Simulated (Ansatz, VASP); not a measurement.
## Two plane-wave programs on YV

```
V Y
1.0
     3.61426    0.00000    0.00000
     0.00000    3.61426    0.00000
     0.00000    0.00000    3.61426
V Y
1 1
Direct
  0.00000 0.00000 0.00000
  0.50000 0.50000 0.50000
```

Alike in both runs: task single point; functional PBE; k mesh 12 × 12 × 12; occupations gaussian, width 0.1 eV; collinear spin.

|  | VASP | Ansatz |
| --- | --- | --- |
| version | VASP 6.6.1 | Ansatz 0.2.0 |
| potentials or method | VASP PAW PBE potentials, release 64 (V_sv, Y_sv), cutoff 520 eV | scalar-relativistic, plane waves, PAW |
| valence electrons in the cell | 24 | 24 |

|  | VASP | Ansatz | Ansatz less VASP |
| --- | --- | --- | --- |
| gap on the k mesh at the Fermi level (eV) | none | none | - |
| pressure (GPa) | -0.1 | 0.0 | +0.07 |
| net moment per atom (μB) | 1.74 | 1.74 | -0.002 |
| size of the moment on the site where the two differ most (μB) | 2.44 | 2.63 | +0.186 |

Site moments also hang on the region over which each program counts them. A gap of «none» marks a metal or a gap that the smearing closes. The functional is the same, so the differences come from potentials, cutoffs and numerics.
